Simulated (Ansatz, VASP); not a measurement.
## Bi in VASP and in Ansatz

```xyz
1
Lattice="-1.9814 1.9814 1.9814 1.9814 -1.9814 1.9814 1.9814 1.9814 -1.9814" Properties=species:S:1:pos:R:3 pbc="T T T"
Bi    0.0000    0.0000    0.0000
```

Alike in both runs: task single point; functional PBE; dispersion D3(BJ); k mesh 18 × 18 × 18; occupations gaussian, width 0.15 eV; no spin polarisation.

|  | VASP | Ansatz |
| --- | --- | --- |
| version | VASP 6.6.1 | Ansatz 0.2.0 |
| potentials or method | VASP PAW PBE potentials, release 64 (Bi_d), cutoff 520 eV | scalar-relativistic, plane waves, PAW |
| valence electrons in the cell | 15 | 15 |

```csv
,VASP,Ansatz,Ansatz less VASP
gap on the k mesh at the Fermi level (eV),none,none,-
pressure (GPa),-1.7,-1.7,+0.06
```

A gap of «none» marks a metal or a gap that the smearing closes.

Spin-orbit coupling is off throughout.
